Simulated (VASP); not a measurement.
A run of VASP 6.6.1 is set up as follows.

Contents of INCAR:

```
SYSTEM = Zn5S
  PREC = Accurate
  ENCUT = 520
  EDIFF = 1E-7
  ISMEAR = 0
  SIGMA = 0.1
  LREAL = .FALSE.
  LASPH = .TRUE.
  NELM = 80
  ALGO = Normal
  ISIF = 2
  LWAVE = .FALSE.
  LCHARG = .TRUE.
  GGA = PE
  LELF = .TRUE.
  LVHAR = .TRUE.
  NBANDS = 42
```

File KPOINTS:

```
Automatic mesh
0
G
  8 8 4
  0 0 0
```

Contents of POSCAR:

```
Zn5S
1.0
    7.9731927751      0.0000000000      0.0000000000
    0.0000000000      7.9731927751      0.0000000000
    0.0000000000      0.0000000000      9.0707161363
Zn S
5 1
Direct
    0.5000000000      0.5000000000      0.7373001999
    0.5000000000      0.5000000000      0.2626998001
    0.0000000000      0.5000000000      0.5000000000
    0.5000000000      0.0000000000      0.5000000000
    0.5000000000      0.5000000000      0.0000000000
    0.5000000000      0.5000000000      0.5000000000
```

Potentials or basis: VASP PAW PBE potentials, release 64 (Zn, S).

Run with:

```bash
$ cat potpaw_PBE.64/Zn/POTCAR potpaw_PBE.64/S/POTCAR > POTCAR
$ mpirun -np 1 vasp_std > vasp.out
```

Q: Estimate the largest force.

A: 0.017 eV/Å.

Q: Estimate the band gap on the k mesh.

A: 1.86 eV.

Q: Estimate the pressure.

A: 0.1 GPa.

Forces in eV/Å, atoms in the order of the input:
```
Zn   0.000  0.000  0.017
Zn   0.000  0.000 -0.017
Zn   0.000  0.000  0.000
Zn   0.000  0.000  0.000
Zn   0.000  0.000  0.000
S    0.000  0.000  0.000
```

A k mesh can miss the band edges.
